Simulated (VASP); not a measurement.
A run of VASP 6.6.1 is set up as follows.

The input INCAR:

```
SYSTEM = MgCdO
PREC = Accurate
ENCUT = 520
EDIFF = 1E-6
ISMEAR = 0
SIGMA = 0.1
LREAL = .False.
LASPH = .True.
NELM = 100
ALGO = Normal
ISIF = 2
LWAVE = .False.
LCHARG = .True.
GGA = PE
LELF = .True.
LVHAR = .True.
NBANDS = 29
```

Contents of KPOINTS:

```
Automatic mesh
0
Gamma
  6 6 4
  0 0 0
```

Contents of POSCAR:

```
MgCdO
1.0
    3.6122716100      0.0000000000      0.0000000000
    0.0000000000      3.6122716100      0.0000000000
    0.0000000000      0.0000000000      6.2113693400
Mg Cd O
2 2 2
Direct
    0.0000000000      0.5000000000      0.6277660100
    0.5000000000      0.0000000000      0.3722339900
    0.0000000000      0.5000000000      0.1668660000
    0.5000000000      0.0000000000      0.8331340000
    0.0000000000      0.0000000000      0.0000000000
    0.5000000000      0.5000000000      0.0000000000
```

Potentials or basis: VASP PAW PBE potentials, release 64 (Mg, Cd, O).

Launch:

```console
$ cat potpaw_PBE.64/Mg/POTCAR potpaw_PBE.64/Cd/POTCAR potpaw_PBE.64/O/POTCAR > POTCAR
$ mpirun -np 1 vasp_std > vasp.out
```

**Question.** Estimate the largest force.

**Answer.** 3.597 eV/Å.

**Question.** Estimate the pressure.

**Answer.** 35.1 GPa.

**Question.** Estimate the band gap on the k mesh.

**Answer.** Zero (band 20 reaches 4.84 eV, above the bottom of band 21 at 4.08 eV).

Forces in eV/Å, atoms in the order of the input:
```
Mg   0.000  0.000  0.484
Mg   0.000  0.000 -0.484
Cd   0.000  0.000  3.597
Cd   0.000  0.000 -3.597
O    0.000  0.000  0.000
O    0.000  0.000  0.000
```

Caveat: forces of over 1 eV/Å act on the atoms, so gaps and moduli don't describe the material at rest.
